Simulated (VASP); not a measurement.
Runs of VASP 6.6.1 on TiO2. The structure is that of space group R-3m (No. 166), or close to it. The cells are those of the table. 

```tsv
cell	k mesh	smearing	gap on the mesh (eV)	pressure (GPa)	largest force (eV/Å)
a = 7.192 Å, angles 24.0°, 3 atoms	3 × 3 × 3	fermi-dirac 0.025852 eV	2.88	-0.1	0.10
a = 7.192 Å, angles 24.0°, 3 atoms	2 × 7 × 1	gaussian 0.1 eV	2.63	0.0	0.24
a = 7.192 Å, angles 24.0°, 3 atoms	3 × 3 × 3	methfessel-paxton 0.1 eV	2.81	-0.3	0.06
a = 7.192 Å, angles 24.0°, 3 atoms	3 × 3 × 3	gaussian 0.1 eV	(c)	-0.3	(b)
a = 7.192 Å, angles 24.0°, 3 atoms	6 × 6 × 6	gaussian 0.1 eV	2.67	(a)	0.04
a = 8.008 Å, angles 24.0°, 3 atoms	3 × 3 × 3	gaussian 0.44 eV	1.87	-20.3	2.88
```

Alike in all rows: task single point; level PBE; potentials or basis VASP PAW PBE potentials, release 64 (Ti_sv, O); no spin polarisation; cutoff (eV) 600.

Problem. Fill in the values left out.

Solution. (a) -0.4; (b) 0.07; (c) 2.80.

Caveats: some runs use coarse meshes; forces of over 1 eV/Å act on the atoms, so gaps and moduli don't describe the material at rest (some runs).

A k mesh can miss the band edges.
